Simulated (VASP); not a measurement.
Here is a VASP 6.6.1 calculation.

INCAR

```
  ALGO = Normal
  EDIFF = 1E-6
  ENCUT = 520
  GGA = PE
  ISIF = 2
  ISMEAR = 0
  LASPH = T
  LCHARG = F
  LREAL = F
  LWAVE = F
  NBANDS = 16
  NELM = 100
  PREC = Accurate
  SIGMA = 0.05
```

File KPOINTS:

```
k-points
0
Gamma
  12 12 4
```

Contents of POSCAR:

```
BN
1.0
    2.5121751215      0.0000000000      0.0000000000
   -1.2560875608      2.1756074740      0.0000000000
    0.0000000000      0.0000000000      8.3436910039
B N
2 2
Direct
    0.3333333333      0.6666666667      0.2500000000
    0.6666666667      0.3333333333      0.7500000000
    0.3801813706      0.5386754487      0.7500000000
    0.6666666667      0.3333333333      0.2500000000
```

Potentials or basis: VASP PAW PBE potentials, release 64 (B, N).

Command:

```sh
$ cat potpaw_PBE.64/B/POTCAR potpaw_PBE.64/N/POTCAR > POTCAR
$ mpirun -np 1 vasp_std > vasp.out
```

**Question.** Estimate the largest force.

**Answer.** 33.066 eV/Å.

**Question.** Predict the band gap on the k mesh.

**Answer.** 2.70 eV, indirect (least direct gap 2.90 eV).

**Question.** Estimate the pressure.

**Answer.** 33.1 GPa.

Stress tensor (GPa, compression positive):
```
 79.94 -37.65   0.00
-37.65  19.60   0.00
  0.00   0.00  -0.14
```

Caveat: the cell differs from its parent crystal (atom 3 (N) moved +0.394 Å along Cartesian [1 -1 0]); this functional lacks dispersion, which binds the layers, so the pressure and a relaxed spacing across them are unreliable; forces of over 1 eV/Å act on the atoms, so gaps and moduli don't describe the material at rest. A k mesh can miss the band edges.
